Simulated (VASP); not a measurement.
# Si4W2Cl in VASP: notebook

Si4W2Cl is run at these levels: PBE; tasks: relaxation of the atoms.

All numbers are computed with VASP 6.6.1; they aren't measurements. Logs are shortened: lines on timing, memory, paths and dates and some standing lists are left out, and cuts for length are marked.

## (1) The cell of the first run

The cell holds a slab with vacuum, 7 atoms: a = 3.229 Å, b = 3.229 Å, c = 21.937 Å, α = 90.00°, β = 90.00°, γ = 90.00°.

## (2) Relaxation of the atoms, PBE

INCAR

```
  ALGO = Normal
  DIPOL = 0.5 0.5 0.362
  EDIFF = 1E-6
  EDIFFG = -0.025
  ENCUT = 520
  GGA = PE
  IBRION = 2
  IDIPOL = 3
  ISIF = 2
  ISMEAR = 0
  LASPH = T
  LCHARG = F
  LDIPOL = T
  LREAL = F
  LWAVE = F
  NELM = 80
  NSW = 36
  PREC = Accurate
  SIGMA = 0.1
```

KPOINTS

```
k-points
0
Gamma
  8 8 1
```

POSCAR

```
Si4W2Cl
1.0
    3.2290359795      0.0000000000      0.0000000000
    0.0000000000      3.2290359795      0.0000000000
    0.0000000000      0.0000000000     21.9368337387
Si W Cl
4 2 1
Selective dynamics
Direct
    0.0000000000      0.0000000000      0.1823417202  F F F
    0.0000000000      0.0000000000      0.3010024140  F F F
    0.5000000000      0.5000000000      0.3590131320  F F F
    0.5000000000      0.5000000000      0.4757675544  F F F
    0.5000000000      0.5000000000      0.2416720671  F F F
    0.0000000000      0.0000000000      0.4178417948  F F F
    0.8750000000      1.0000000000      0.5590912630  F F T
```

Potentials or basis: VASP PAW PBE potentials, release 64 (Si, W_sv, Cl).

Run with:

```sh
cat potpaw_PBE.64/Si/POTCAR potpaw_PBE.64/W_sv/POTCAR potpaw_PBE.64/Cl/POTCAR > POTCAR
mpirun -np 1 vasp_std > vasp.out
```

OUTCAR:

```text
EDIFF = 1E-6
   EDIFFG = -0.025
   ENCUT = 520
   GGA = PE
   IBRION = 2
   ISIF = 2
   ISMEAR = 0
   LASPH = T
   LREAL = F
   NELM = 80
   NSW = 36
   PREC = Accurate

 ion  position               nearest neighbor table
   1  0.000  0.000  0.182-   2 2.60   5 2.63   5 2.63   5 2.63   5 2.63
   2  0.000  0.000  0.301-   6 2.56   1 2.60   3 2.61   3 2.61   3 2.61   3 2.61   5 2.63   5 2.63
                             5 2.63   5 2.63
   3  0.500  0.500  0.359-   4 2.56   5 2.57   2 2.61   2 2.61   2 2.61   2 2.61   6 2.62   6 2.62
                             6 2.62   6 2.62
   4  0.500  0.500  0.476-   3 2.56   6 2.61   6 2.61   6 2.61   6 2.61   7 2.72   7 2.72
   5  0.500  0.500  0.242-   3 2.57   1 2.63   1 2.63   1 2.63   1 2.63   2 2.63   2 2.63   2 2.63
                             2 2.63
   6  0.000  0.000  0.418-   2 2.56   4 2.61   4 2.61   4 2.61   4 2.61   3 2.62   3 2.62   3 2.62
                             3 2.62
   7  0.875  0.000  0.559-   4 2.72   4 2.72

  LATTYP: Found a simple tetragonal cell.
 ALAT       =     3.2290359795
 C/A-ratio  =     6.7936170046

  Lattice vectors:

 A1 = (   3.2290359795,   0.0000000000,   0.0000000000)
 A2 = (   0.0000000000,   3.2290359795,   0.0000000000)
 A3 = (   0.0000000000,   0.0000000000,  21.9368337387)

Analysis of symmetry for initial positions (statically):
=====================================================================
 Subroutine PRICEL returns:
 Original cell was already a primitive cell.

 Routine SETGRP: Setting up the symmetry group for a
 simple tetragonal supercell.

 Subroutine GETGRP returns: Found  2 space group operations
 (whereof  2 operations were pure point group operations)
 out of a pool of 16 trial point group operations.

The static configuration has the point symmetry C_1h.

Analysis of symmetry for dynamics (positions and initial velocities):
=====================================================================
 Subroutine PRICEL returns:
 Original cell was already a primitive cell.

 Routine SETGRP: Setting up the symmetry group for a
 simple tetragonal supercell.

 Subroutine GETGRP returns: Found  2 space group operations
 (whereof  2 operations were pure point group operations)
 out of a pool of 16 trial point group operations.

The dynamic configuration has the point symmetry C_1h.

Analysis of constrained symmetry for selective dynamics:
[... 148 lines left out ...]
   IVDW    =     0    specifies the selected vdW correction
   LEPSILON=     F    determine dielectric tensor
   LRPA    =     F    only Hartree local field effects (RPA)
 conjugate gradient relaxation of ions
 non-spin polarized calculation
 Gauss-broadening in eV      SIGMA  =   0.10
  energy-cutoff  :      520.00
  volume of cell :      228.73
 maximum number of plane-waves:      6214
   NGX = 13   NGY = 13   NGZ = 81

--------------------------------------- Ionic step        1  -------------------------------------------

 number of electron      50.9999998 magnetization

 Free energy of the ion-electron system (eV)
  ---------------------------------------------------
  ext. energy  EPLUGINS =         0.00000000
  ---------------------------------------------------
  free energy    TOTEN  =       -49.24037816 eV

  energy without entropy =      -49.22248970  energy(sigma->0) =      -49.23143393

------------------------ aborting loop because EDIFF is reached ----------------------------------------

  FORCE on cell =-STRESS in cart. coord.  units (eV):
  Direction    XX          YY          ZZ          XY          YZ          ZX
  --------------------------------------------------------------------------------------
  -------------------------------------------------------------------------------------
  Total        0.1908284     -0.6207318     -2.2123928      0.0000000      0.0000000     -0.7088268
  in kB        1.3367000     -4.3480537    -15.4971953      0.0000000      0.0000000     -4.9651341
  external PRESSURE =      -6.1695163 kB  Pullay stress =       0.0000000 kB
[... 63 lines left out ...]
  FREE ENERGIE OF THE ION-ELECTRON SYSTEM (eV)
  ---------------------------------------------------
  free  energy   TOTEN  =       -49.2705034680 eV

  energy  without entropy=      -49.2515791402  energy(sigma->0) =      -49.26104130

 dipolmoment           0.000000      0.000000     -0.006099 electrons x Angstroem

--------------------------------------- Ionic step        3  -------------------------------------------

 number of electron      51.0000000 magnetization

------------------------ aborting loop because EDIFF is reached ----------------------------------------
[... 36 lines left out ...]
--------------------------------------- Ionic step        4  -------------------------------------------

 number of electron      50.9999999 magnetization

 dipolmoment           0.000000      0.000000      0.046106 electrons x Angstroem

 Free energy of the ion-electron system (eV)
  ---------------------------------------------------
  ext. energy  EPLUGINS =         0.00000000
  ---------------------------------------------------
  free energy    TOTEN  =       -49.32650714 eV

  energy without entropy =      -49.30579546  energy(sigma->0) =      -49.31615130

 E-fermi :   1.8907     XC(G=0):  -6.0833

 val. band max:        1.8801385600   @ k =   0.0000   0.2500   0.0000
 cond. band min:       1.9206863115   @ k =   0.3750   0.0000   0.0000
 fundamental gap:      0.0405477516
 Fermi energy:         1.8906749312

 k-point     1 :       0.0000    0.0000    0.0000
  band No.  band energies     occupation
      1     -72.0122      2.00000
      2     -71.8070      2.00000
      3     -36.3145      2.00000
      4     -36.2119      2.00000
      5     -36.2019      2.00000
      6     -36.0689      2.00000
[... 781 lines left out ...]
     29       4.6430      0.00000
     30       4.6451      0.00000

 [... further k-points ...]

------------------------ aborting loop because EDIFF is reached ----------------------------------------

 vacuum level on the upper side and lower side of the slab       (xc-potential included)         0.382        -0.399

  FORCE on cell =-STRESS in cart. coord.  units (eV):
  Direction    XX          YY          ZZ          XY          YZ          ZX
  --------------------------------------------------------------------------------------
  -------------------------------------------------------------------------------------
  Total        0.9852147      0.0971663     -0.3581670      0.0000000      0.0000000     -0.1266111
  in kB        6.9011546      0.6806226     -2.5088598      0.0000000      0.0000000     -0.8868753
  external PRESSURE =       1.6909724 kB  Pullay stress =       0.0000000 kB
[... 22 lines left out ...]
  FREE ENERGIE OF THE ION-ELECTRON SYSTEM (eV)
  ---------------------------------------------------
  free  energy   TOTEN  =       -49.3265071362 eV

  energy  without entropy=      -49.3057954600  energy(sigma->0) =      -49.31615130

 reached required accuracy - stopping structural energy minimisation

 vacuum level on the upper side and lower side of the slab         7.164         6.368
```

CONTCAR:

```text
Si4W2Cl
   1.00000000000000
     3.2290359794999999    0.0000000000000000    0.0000000000000000
     0.0000000000000000    3.2290359794999999    0.0000000000000000
     0.0000000000000000    0.0000000000000000   21.9368337386999990
  Si              W               Cl
     4     2     1
Selective dynamics
Direct
     0.0000000000000000    0.0000000000000000    0.1823417202000002   F   F   F
     0.0000000000000000    0.0000000000000000    0.3010024140000027   F   F   F
     0.5000000000000000    0.5000000000000000    0.3590131320000012   F   F   F
     0.5000000000000000    0.5000000000000000    0.4757675544000008   F   F   F
     0.5000000000000000    0.5000000000000000    0.2416720670999979   F   F   F
     0.0000000000000000    0.0000000000000000    0.4178417947999975   F   F   F
     0.8750000000000000    0.0000000000000000    0.5497444342114611   F   F   T

  0.00000000E+00  0.00000000E+00  0.00000000E+00
  0.00000000E+00  0.00000000E+00  0.00000000E+00
  0.00000000E+00  0.00000000E+00  0.00000000E+00
  0.00000000E+00  0.00000000E+00  0.00000000E+00
  0.00000000E+00  0.00000000E+00  0.00000000E+00
  0.00000000E+00  0.00000000E+00  0.00000000E+00
  0.00000000E+00  0.00000000E+00  0.00000000E+00
```

Run time: 6.2 min. Hardware: 1 thread of Intel Xeon 6975P-C (Granite Rapids), shared host; peak memory 0.41 GiB.

What came out:

```
Free energy               : -49.3265 eV
Energy gained by relaxing : 12.3 meV/atom
Ionic steps               : 4
Band gap on the k mesh    : zero (an odd number of electrons rules out a gap without spin polarisation)
```

Step by step:
| step | energy change (eV) | largest force on free atoms (eV/Å) | pressure (GPa) |
| --- | --- | --- | --- |
| 1 | 0.0000 | 0.8294 | -0.62 |
| 2 | -0.0301 | 0.6739 | -0.48 |
| 3 | -0.0822 | 0.1837 | -0.02 |
| 4 | -0.0861 | 0.0085 | 0.17 |

Final structure:
```cif
data_structure
_symmetry_space_group_name_H-M 'P 1'
_symmetry_Int_Tables_number 1
_cell_length_a 3.2290
_cell_length_b 3.2290
_cell_length_c 21.9368
_cell_angle_alpha 90.000
_cell_angle_beta 90.000
_cell_angle_gamma 90.000
_cell_volume 228.73
loop_
_atom_site_label
_atom_site_type_symbol
_atom_site_fract_x
_atom_site_fract_y
_atom_site_fract_z
_atom_site_occupancy
Si1 Si 0.00000 0.00000 0.18234 1
Si2 Si 0.00000 0.00000 0.30100 1
Si3 Si 0.50000 0.50000 0.35901 1
Si4 Si 0.50000 0.50000 0.47577 1
W1 W 0.50000 0.50000 0.24167 1
W2 W 0.00000 0.00000 0.41784 1
Cl1 Cl 0.87500 0.00000 0.54974 1
```

Levels at points of the mesh, in eV from the Fermi level:
```
           k point  band 22  band 23  band 24  band 25  band 26  band 27  band 28  band 29  band 30
(0.00, 0.00, 0.00)    -1.45    -0.57    -0.53     0.67     0.70     0.97     0.99     1.04     1.76
(0.50, 0.00, 0.00)    -2.34    -1.92    -0.31    -0.23    -0.09     0.14     1.58     2.67     2.88
(0.00, 0.50, 0.00)    -2.24    -1.92    -0.34    -0.27    -0.09     0.55     1.32     2.68     2.88
(0.50, 0.50, 0.00)    -2.60    -2.13    -1.95    -1.78    -1.74     0.85     1.87     2.96     3.16
```

Caveat: spin-orbit coupling is left out, which moves the levels of the heavy elements; an odd number of electrons without spin polarisation forces a metal; a magnetic or distorted state may lie lower.

## (3) Relaxation of the atoms, PBE

INCAR

```
ALGO = Fast ; DIPOL = 0.5 0.5 0.362
EDIFF = 1E-6 ; EDIFFG = -0.025
ENCUT = 520 ; GGA = PE
IBRION = 2 ; IDIPOL = 3
ISIF = 2 ; ISMEAR = 0
LASPH = T ; LCHARG = F
LDIPOL = T ; LREAL = F
LWAVE = F ; NELM = 80
NSW = 36 ; PREC = Accurate
SIGMA = 0.1
```

KPOINTS is that of step 2.

POSCAR, as its differences from that of step 2:

```diff
@@ -15,2 +15,2 @@
     0.0000000000      0.0000000000      0.4178417948  F F F
-    0.8750000000      1.0000000000      0.5590912630  F F T
+    0.6250000000      1.0000000000      0.5578641657  F F T
```

Potentials or basis: VASP PAW PBE potentials, release 64 (Si, W_sv, Cl).

Run with:

```sh
cat potpaw_PBE.64/Si/POTCAR potpaw_PBE.64/W_sv/POTCAR potpaw_PBE.64/Cl/POTCAR > POTCAR
mpirun -np 1 vasp_std > vasp.out
```

Wall time 12 min (1 thread of Oxide Virtual Turin-like, shared host); peak memory 0.38 GiB.

The run converged. Its results:

| Quantity | Value |
| --- | --- |
| Free energy | -49.4783 eV |
| Energy gained by relaxing | 0.6 meV/atom |
| Ionic steps | 3 |
| Band gap on the k mesh | zero (an odd number of electrons rules out a gap without spin polarisation) |

The path:
```csv
step,energy change (eV),largest force on free atoms (eV/Å),pressure (GPa)
1,0.0000,0.2574,-0.07
2,-0.0025,0.1515,-0.13
3,-0.0039,0.0068,-0.22
```

Final structure:
```xyz
7
Lattice="3.2290 0.0000 0.0000 0.0000 3.2290 0.0000 0.0000 0.0000 21.9368" Properties=species:S:1:pos:R:3 pbc="T T T"
Si    0.0000    0.0000    4.0000
Si    0.0000    0.0000    6.6030
Si    1.6145    1.6145    7.8756
Si    1.6145    1.6145   10.4368
W     1.6145    1.6145    5.3015
W     0.0000    0.0000    9.1661
Cl    2.0181    0.0000   12.2680
```

Levels at points of the mesh, in eV from the Fermi level:
```
           k point  band 23  band 24  band 25  band 26  band 27  band 28  band 29  band 30
(0.00, 0.00, 0.00)    -0.60    -0.59     0.70     0.74     0.92     0.94     0.98     2.33
(0.50, 0.00, 0.00)    -1.95    -1.29    -0.30    -0.28    -0.11     1.98     2.70     2.86
(0.00, 0.50, 0.00)    -1.92    -0.46    -0.25    -0.11     0.13     1.11     2.68     2.86
(0.50, 0.50, 0.00)    -2.07    -2.01    -1.52    -1.11     1.17     1.21     2.96     3.14
```

Caveat: spin-orbit coupling is left out, which moves the levels of the heavy elements; an odd number of electrons without spin polarisation forces a metal; a magnetic or distorted state may lie lower.
